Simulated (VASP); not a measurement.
## LiF: single point with PBE+D4

Crystal: LiF.

```
CELL_PARAMETERS angstrom
0.00000 2.03569 2.03569
2.03569 0.00000 2.03569
2.03569 2.03569 0.00000
ATOMIC_POSITIONS crystal
Li 0.00000 0.00000 0.00000
F 0.50000 0.50000 0.50000
```

This cell differs from its parent crystal: volume scaled by 1.02.

```yaml
Program: VASP 6.6.1
Task: single point
Functional: PBE
Dispersion: D4
Potentials_or_basis: VASP PAW PBE potentials, release 64 (Li_sv, F)
Cutoff: 520 eV
k_mesh: 10 × 10 × 10
Occupations: gaussian, width 0.05 eV
Spin: no spin polarisation
Dipole_correction: no
Further_INCAR_settings: ALGO = Normal; EDIFF = 1e-07; NBANDS = 12
```

```json
{"Band gap on the k mesh": "8.81 eV, direct", "Dispersion energy per atom": "-0.061 eV"}
```

Levels at points of the mesh, in eV from the valence-band top:
| k point | band 2 | band 3 | band 4 | band 5 | band 6 | band 7 | band 8 | band 9 |
| --- | --- | --- | --- | --- | --- | --- | --- | --- |
| (0.00, 0.00, 0.00) | -19.89 | 0.00 | 0.00 | 0.00 | 8.81 | 23.54 | 23.54 | 23.54 |
| (0.50, 0.00, 0.00) | -19.48 | -2.42 | -0.22 | -0.22 | 10.61 | 16.36 | 18.64 | 18.64 |
| (0.50, 0.50, 0.00) | -19.23 | -2.87 | -0.95 | -0.95 | 14.51 | 16.32 | 17.06 | 19.86 |

Run time: 12 s on 1 thread of Intel(R) Xeon(R) Platinum 8488C (Sapphire Rapids), with other jobs on the host, peak memory 0.13 GiB.

 A k mesh can miss the band edges.
